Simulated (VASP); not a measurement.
Wanted: the native input for a VASP 6.6.1 run.

```yaml
Task: single point
Functional: HSE06
Potentials_or_basis: VASP PAW PBE potentials, release 64 (Rb_sv, Br)
Cutoff: 520 eV
k_mesh: 4 × 4 × 4
Occupations: gaussian, width 0.01 eV
Spin: no spin polarisation
Dipole_correction: no
Grid_for_exact_exchange_PRECFOCK: Normal
Further_INCAR_settings: ALGO = Normal; EDIFF = 1e-06; NBANDS = 15
Screening_parameter: 0.2079 1/Å
```

Crystal: RbBr.

```
Rb Br
1.0
     0.00000    3.46083    3.46083
     3.46083    0.00000    3.46083
     3.46083    3.46083    0.00000
Rb Br
1 1
Direct
  0.00000 0.00000 0.00000
  0.50000 0.50000 0.50000
```

These files were run (other wordings do the same):

POSCAR

```
RbBr
1.0
    0.0000000000      3.4608321250      3.4608321250
    3.4608321250      0.0000000000      3.4608321250
    3.4608321250      3.4608321250      0.0000000000
Rb Br
1 1
Direct
    0.0000000000      0.0000000000      0.0000000000
    0.5000000000      0.5000000000      0.5000000000
```

INCAR.step1

```
SYSTEM = RbBr
  PREC = Accurate
  ENCUT = 520
  EDIFF = 1E-5
  ISMEAR = 0
  SIGMA = 0.01
  LREAL = .FALSE.
  LASPH = .TRUE.
  NELM = 60
  ALGO = Normal
  ISIF = 2
  LWAVE = .TRUE.
  LCHARG = .FALSE.
  GGA = PE
  NBANDS = 15
```

INCAR.step2

```
SYSTEM = RbBr
  PREC = Accurate
  ENCUT = 520
  EDIFF = 1E-6
  ISMEAR = 0
  SIGMA = 0.01
  LREAL = .FALSE.
  LASPH = .TRUE.
  NELM = 60
  ALGO = Normal
  ISIF = 2
  LWAVE = .FALSE.
  LCHARG = .FALSE.
  GGA = PE
  LHFCALC = .TRUE.
  HFSCREEN = 0.2079
  PRECFOCK = Normal
  ISTART = 1
  NBANDS = 15
```

KPOINTS

```
regular mesh
0
G
  4 4 4
  0 0 0
```

Potentials or basis: VASP PAW PBE potentials, release 64 (Rb_sv, Br).

Launch:

```bash
$ cat potpaw_PBE.64/Rb_sv/POTCAR potpaw_PBE.64/Br/POTCAR > POTCAR
$ cp INCAR.step1 INCAR
$ mpirun -np 1 vasp_std > vasp.out
$ cp INCAR.step2 INCAR
$ mpirun -np 1 vasp_std > vasp.out
```

It gave:

```
Pressure               : 0.3 GPa
Band gap on the k mesh : 5.44 eV, direct
```

Caveat: the PAW data sets were made with another functional, which shifts forces and pressure a little.

It took 6.2 min on 1 thread of Intel(R) Xeon(R) Platinum 8488C (Sapphire Rapids) (shared host), peak memory 0.31 GiB.
